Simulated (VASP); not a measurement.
Wanted: the native input for a VASP 6.6.1 run.

```
Task                   : relaxation of cell and atoms
Functional             : PBEsol
Potentials or basis    : VASP PAW PBE potentials, release 64 (Co)
Cutoff                 : 600 eV
k mesh                 : 14 × 14 × 14
Occupations            : fermi-dirac, width 0.1 eV
Spin                   : no spin polarisation
Dipole correction      : no
Further INCAR settings : ALGO = Normal; EDIFF = 1e-06; IBRION = 2; EDIFFG = -0.01; NSW = 80; ISIF = 3
```

The structure of Co lies in POSCAR:

```
Co
1.0
    2.2868488050      0.0000000000      0.0000000000
    0.0000000000      2.2868488050      0.0000000000
    0.0000000000      0.0000000000      2.2868488050
Co
1
Direct
    0.0000000000      0.0000000000      0.0000000000
```

One way to write it, as run:

INCAR

```
ALGO = Normal ; EDIFF = 1E-6
EDIFFG = -0.01 ; ENCUT = 600
GGA = PS ; IBRION = 2
ISIF = 3 ; ISMEAR = -1
LASPH = T ; LCHARG = F
LREAL = F ; LWAVE = F
NELM = 80 ; NSW = 80
PREC = Accurate ; SIGMA = 0.1
```

KPOINTS

```
k-points
0
Gamma
  14 14 14
```

Potentials or basis: VASP PAW PBE potentials, release 64 (Co).

Command:

```console
$ cat potpaw_PBE.64/Co/POTCAR > POTCAR
$ mpirun -np 1 vasp_std > vasp.out
```

It gave:

```
Relaxed volume                         : 11.33 Å³/atom
Relaxed cell                           : a = 2.246 Å, b = 2.246 Å, c = 2.246 Å, α = 90.00°, β = 90.00°, γ = 90.00°
Space group after relaxing (to 0.05 Å) : Pm-3m (No. 221)
Energy gained by relaxing              : 20.5 meV/atom
Ionic steps                            : 3
Pressure after relaxing                : -0.1 GPa
```

Caveat: the PAW data sets were made with another functional, which shifts forces and pressure a little; the run has no spin polarisation, though such a crystal can be magnetic.

Run time: 40 s on 1 thread of AMD EPYC 7R13, with other jobs on the host, peak memory 0.11 GiB.
